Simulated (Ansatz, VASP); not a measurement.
## W in VASP and in Ansatz

```xyz
1
Lattice="0.0000 1.9936 1.9936 1.9936 0.0000 1.9936 1.9936 1.9936 0.0000" Properties=species:S:1:pos:R:3 pbc="T T T"
W     0.0000    0.0000    0.0000
```

Alike in both runs: task relaxation of cell and atoms; functional PBE; k mesh 14 × 14 × 14; occupations fermi-dirac, width 0.1 eV; no spin polarisation.

```csv
,VASP,Ansatz
version,VASP 6.6.1,Ansatz 0.2.0
potentials or method,"VASP PAW PBE potentials, release 64 (W_sv), cutoff 600 eV","plane waves (420 eV) with PAW, scalar-relativistic"
valence electrons in the cell,14,14
```

|  | VASP | Ansatz | Ansatz less VASP |
| --- | --- | --- | --- |
| relaxed volume (Å³/atom) | 16.49 | 16.46 | -0.033 |
| relaxed cell length with the largest relative difference (Å) | 2.857 | 2.855 | -0.0019 |

Neither program's run includes spin-orbit coupling.
